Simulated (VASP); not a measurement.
Set up this calculation in VASP 6.6.1, as the native input.

| Quantity | Value |
| --- | --- |
| Task | single point |
| Functional | PBEsol |
| Potentials or basis | VASP PAW PBE potentials, release 64 (Mg, S) |
| Cutoff | 600 eV |
| k mesh | 6 × 6 × 6, shifted |
| Occupations | gaussian, width 0.01 eV |
| Spin | no spin polarisation |
| Dipole correction | no |
| Further INCAR settings | ALGO = Normal; EDIFF = 1e-06; NBANDS = 11; ISYM = 0 |

The structure of MgS lies in POSCAR:

```
MgS
1.0
    0.0000000000      2.8308768389      2.8308768389
    2.8308768389      0.0000000000      2.8308768389
    2.8308768389      2.8308768389      0.0000000000
Mg S
1 1
Direct
    0.0000000000      0.0000000000      0.0000000000
    0.2500000000      0.2500000000      0.2500000000
```

One way to write it, as run:

INCAR

```
SYSTEM = MgS
ALGO = Normal
EDIFF = 1E-6
ENCUT = 600
GGA = PS
GGA_COMPAT = .False.
ISIF = 2
ISMEAR = 0
ISYM = 0
LASPH = .True.
LCHARG = .False.
LREAL = .False.
LWAVE = .False.
NBANDS = 11
NELM = 120
PREC = Accurate
SIGMA = 0.01
```

KPOINTS

```
Automatic mesh
0
Gamma
  6 6 6
  0 0 0.5
```

Potentials or basis: VASP PAW PBE potentials, release 64 (Mg, S).

Run with:

```sh
$ cat potpaw_PBE.64/Mg/POTCAR potpaw_PBE.64/S/POTCAR > POTCAR
$ mpirun -np 1 vasp_std > vasp.out
```

It gave:

```
Pressure               : -0.4 GPa
Band gap on the k mesh : 3.67 eV
```

Caveat: the PAW data sets were made with another functional, which shifts forces and pressure a little; a shifted mesh leaves out Γ, where band edges can lie.

It took 100 s on 1 thread of AMD EPYC 9R45 96-Core Processor (Zen 5), with other jobs on the host, peak memory 0.37 GiB.
